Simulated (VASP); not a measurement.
Set up this calculation in VASP 6.6.1, as the native input.

```
Task                   : relaxation of cell and atoms
Functional             : PBE
Potentials or basis    : VASP PAW PBE potentials, release 64 (Mo_sv)
Cutoff                 : 600 eV
k mesh                 : 19 × 19 × 19
Occupations            : fermi-dirac, width 0.05 eV
Spin                   : no spin polarisation
Dipole correction      : no
Further INCAR settings : ALGO = Normal; EDIFF = 1e-07; IBRION = 2; EDIFFG = -0.005; NSW = 60; ISIF = 3
```

The structure of Mo lies in POSCAR:

```
Mo
1.0
   -1.5813925127      1.5813925127      1.5813925127
    1.5813925127     -1.5813925127      1.5813925127
    1.5813925127      1.5813925127     -1.5813925127
Mo
1
Direct
    0.0000000000      0.0000000000      0.0000000000
```

One way to write it, as run:

INCAR

```
SYSTEM = Mo
ALGO = Normal ; EDIFF = 1E-7
EDIFFG = -0.005 ; ENCUT = 600
GGA = PE ; IBRION = 2
ISIF = 3 ; ISMEAR = -1
LASPH = .TRUE. ; LCHARG = .FALSE.
LREAL = .FALSE. ; LWAVE = .FALSE.
NELM = 100 ; NSW = 60
PREC = Accurate ; SIGMA = 0.05
```

KPOINTS

```
k-points
0
G
  19 19 19
  0 0 0
```

Potentials or basis: VASP PAW PBE potentials, release 64 (Mo_sv).

Launch:

```sh
$ cat potpaw_PBE.64/Mo_sv/POTCAR > POTCAR
$ mpirun -np 1 vasp_std > vasp.out
```

Results of the run:

* Relaxed volume: 15.81 Å³/atom
* Relaxed cell: a = 2.739 Å, b = 2.739 Å, c = 2.739 Å, α = 109.47°, β = 109.47°, γ = 109.47°
* Space group after relaxing (to 0.1 Å): Im-3m (No. 229)
* Energy gained by relaxing: 0.0 meV/atom
* Ionic steps: 3
* Pressure after relaxing: 0.0 GPa
* Band gap on the k mesh: zero (bands 7 and 8 overlap by 5.07 eV)

Run time: 68 s on 1 thread of Intel Xeon 8259CL, on a shared host, peak memory 0.18 GiB.
